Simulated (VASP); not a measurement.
Here is a VASP 6.6.1 calculation.

The input INCAR:

```
PREC = Accurate
ENCUT = 500
EDIFF = 1E-6
ISMEAR = -1
SIGMA = 0.3
LREAL = F
LASPH = T
NELM = 120
ALGO = Normal
ISIF = 2
LWAVE = F
LCHARG = F
GGA = PE
NBANDS = 16
GGA_COMPAT = F
```

KPOINTS

```
regular mesh
0
Gamma
  6 6 6
```

File POSCAR:

```
HgTe
1.0
    0.0000000000      3.1800000000      3.1800000000
    3.1800000000      0.0000000000      3.1800000000
    3.1800000000      3.1800000000      0.0000000000
Hg Te
1 1
Direct
    0.0000000000      0.0000000000      0.0000000000
    0.7500000000      0.7500000000      0.7500000000
```

Potentials or basis: VASP PAW PBE potentials, release 64 (Hg, Te).

Launch:

```console
$ cat potpaw_PBE.64/Hg/POTCAR potpaw_PBE.64/Te/POTCAR > POTCAR
$ mpirun -np 1 vasp_std > vasp.out
```

(1) Estimate the band gap on the k mesh.

(2) Predict the pressure.

Answers

(1) zero (filled and empty bands touch).

(2) 6.8 GPa.

Caveat: spin-orbit coupling is left out, which moves the levels of the heavy elements.
